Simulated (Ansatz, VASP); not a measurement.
## Two plane-wave programs on BeS

Contents of POSCAR:

```
BeS
1.0
    0.0000000000      2.4343062304      2.4343062304
    2.4343062304      0.0000000000      2.4343062304
    2.4343062304      2.4343062304      0.0000000000
Be S
1 1
Direct
    0.0000000000      0.0000000000      0.0000000000
    0.2500000000      0.2500000000      0.2500000000
```

INCAR.step1

```
ALGO = Normal
EDIFF = 1E-5
ENCUT = 520
GGA = PE
ISIF = 2
ISMEAR = 0
LASPH = T
LCHARG = F
LREAL = F
LWAVE = T
NBANDS = 11
NELM = 100
PREC = Accurate
SIGMA = 0.01
```

The input INCAR.step2:

```
AEXX = 1.0
AGGAC = 1.0
ALDAC = 1.0
ALGO = Normal
EDIFF = 1E-6
ENCUT = 520
GGA = PE
HFSCREEN = 0.1
ISIF = 2
ISMEAR = 0
ISTART = 1
LASPH = T
LCHARG = F
LHFCALC = T
LREAL = F
LWAVE = F
NBANDS = 11
NELM = 100
PREC = Accurate
PRECFOCK = Normal
SIGMA = 0.01
```

The input KPOINTS:

```
k-points
0
Gamma
  4 4 4
```

Input for Ansatz:

```yaml
crystal:
  lattice:
    - [0.0, 2.4343062304, 2.4343062304]
    - [2.4343062304, 0.0, 2.4343062304]
    - [2.4343062304, 2.4343062304, 0.0]
  atoms:
    - { symbol: Be, position: [0.0, 0.0, 0.0] }
    - { symbol: S, position: [0.25, 0.25, 0.25] }
kpoints:
  mp_grid: { grid: [4, 4, 4] }
hamiltonian:
  xc: { exchange: pbe, correlation: pbe, exx: { coeff: 1.0, omega: 0.1 } }
scf:
  occupations: { method: fixed }
  n_extra_bands: 4
output:
  forces: true
  stress: true
  eigenvalues: true
```

Alike in both runs: task single point; functional PBE-based screened hybrid with a share of 1.0 of exact exchange and HFSCREEN = 0.1; k mesh 4 × 4 × 4; no spin polarisation.

|  | VASP | Ansatz |
| --- | --- | --- |
| version | VASP 6.6.1 | Ansatz 0.2.0 |
| potentials or method | VASP PAW PBE potentials, release 64 (Be, S) | plane waves |
| plane-wave cutoff (eV) | 520 | 420 |
| occupations | gaussian, width 0.01 eV | fixed |
| valence electrons in the cell | 8 | 8 |

```csv
,VASP,Ansatz,Ansatz less VASP
gap on the k mesh at the Fermi level (eV),8.62,8.56,-0.059
pressure (GPa),-5.7,-4.5,+1.25
```

VASP's potentials were made for PBE, not for PBE-based screened hybrid. Ansatz's warnings: stress exchange threshold loose, stress scf threshold loose.

The k mesh is coarse, so the values compare programs but aren't converged.
